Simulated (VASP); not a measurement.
A run of VASP 6.6.1:

The input INCAR:

```
SYSTEM = Pd
PREC     = Accurate       ! precision mode
ENCUT    = 600            ! plane-wave cutoff, eV
EDIFF    = 1E-6           ! SCF threshold, eV
ISMEAR   = 0              ! smearing method
SIGMA    = 0.1            ! smearing width, eV
LREAL    = .False.        ! projectors in reciprocal space
LASPH    = .True.         ! aspherical terms in the spheres
NELM     = 60             ! most SCF steps
ALGO     = Normal         ! electronic algorithm
ISIF     = 3              ! what is computed and relaxed
LWAVE    = .False.        ! write WAVECAR
LCHARG   = .False.        ! write CHGCAR
GGA      = RP             ! functional
IBRION   = 2              ! ionic algorithm
NSW      = 100            ! ionic steps
EDIFFG   = -0.005         ! ionic threshold
```

The input KPOINTS:

```
regular mesh
0
Gamma
  18 18 18
  0 0 0
```

POSCAR

```
Pd
1.0
    0.0000000000      1.9928131037      1.9928131037
    1.9928131037      0.0000000000      1.9928131037
    1.9928131037      1.9928131037      0.0000000000
Pd
1
Direct
    0.0000000000      0.0000000000      0.0000000000
```

Potentials or basis: VASP PAW PBE potentials, release 64 (Pd).

Launch:

```sh
$ cat potpaw_PBE.64/Pd/POTCAR > POTCAR
$ mpirun -np 1 vasp_std > vasp.out
```

Hardware: 1 thread of Intel(R) Xeon(R) 6975P-C (Granite Rapids), with other jobs on the host.

Q: How long does it take, and how much memory?

A: It took 16 s on 1 thread of Intel(R) Xeon(R) 6975P-C (Granite Rapids) (shared host), peak memory 0.17 GiB. Counts: scf iterations 21, k points 195, ion steps 3.
